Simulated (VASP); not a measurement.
A run of VASP 6.6.1:

Contents of INCAR:

```
SYSTEM = S
ALGO = Normal
EDIFF = 1E-6
EDIFFG = -0.01
ENCUT = 600
GGA = PE
IBRION = 2
ISIF = 3
ISMEAR = -1
LASPH = .True.
LCHARG = .False.
LREAL = .False.
LWAVE = .False.
NELM = 60
NSW = 80
PREC = Accurate
SIGMA = 0.02
```

KPOINTS

```
k-points
0
Gamma
  7 7 7
  0 0 0
```

POSCAR

```
S
1.0
    2.7300000000      0.0000000000      0.0000000000
    0.0000000000      2.7300000000      0.0000000000
    0.0000000000      0.0000000000      2.7300000000
S
1
Direct
    0.0000000000      0.0000000000      0.0000000000
```

Potentials or basis: VASP PAW PBE potentials, release 64 (S).

Command:

```bash
$ cat potpaw_PBE.64/S/POTCAR > POTCAR
$ mpirun -np 1 vasp_std > vasp.out
```

Hardware: 1 thread of Intel(R) Xeon(R) 6975P-C (Granite Rapids), with other jobs on the host.

Problem. Estimate the wall time of this run.

Solution. It took 2.8 s on 1 thread of Intel(R) Xeon(R) 6975P-C (Granite Rapids), on a shared host, peak memory 0.13 GiB. Counts: scf iterations 24, k points 20, ion steps 3.
